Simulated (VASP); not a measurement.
Here is a VASP 6.6.1 calculation.

File INCAR:

```
PREC     = Accurate       # precision mode
ENCUT    = 520            # plane-wave cutoff, eV
EDIFF    = 1E-7           # SCF threshold, eV
ISMEAR   = 0              # smearing method
SIGMA    = 0.05           # smearing width, eV
LREAL    = False          # projectors in reciprocal space
LASPH    = True           # aspherical terms in the spheres
NELM     = 80             # most SCF steps
ALGO     = Normal         # electronic algorithm
ISIF     = 2              # what is computed and relaxed
LWAVE    = False          # write WAVECAR
LCHARG   = True           # write CHGCAR
GGA      = PS             # functional
LELF     = True           # ELF
LVHAR    = True         
NBANDS   = 20             # bands
```

Contents of KPOINTS:

```
regular mesh
0
Gamma
  12 12 12
```

POSCAR

```
WS2
1.0
    1.5738034025      0.9086358181      6.3704647098
   -1.5738034025      0.9086358181      6.3704647098
    0.0000000000     -1.8172716362      6.3704647098
W S
1 2
Direct
    1.0064068116      1.0148091351      0.9972443804
    0.7444238691      0.7402227074      0.7490050847
    0.5804693192      0.5762681575      0.5850505348
```

Potentials or basis: VASP PAW PBE potentials, release 64 (W_sv, S).

Run with:

```console
$ cat potpaw_PBE.64/W_sv/POTCAR potpaw_PBE.64/S/POTCAR > POTCAR
$ mpirun -np 1 vasp_std > vasp.out
```

(1) Predict the band gap on the k mesh.

(2) What does it give for the largest force?

(3) Estimate the pressure.

## Answers

(1) 0.47 eV (least direct gap 1.50 eV).

(2) 6.393 eV/Å.

(3) 3.9 GPa.

Caveat: the cell differs from its parent crystal (all W atoms moved 0.2 Å in one direction); the cell stands under pressure; the PAW data sets were made with another functional, which shifts forces and pressure a little; spin-orbit coupling is left out, which moves the levels of the heavy elements.
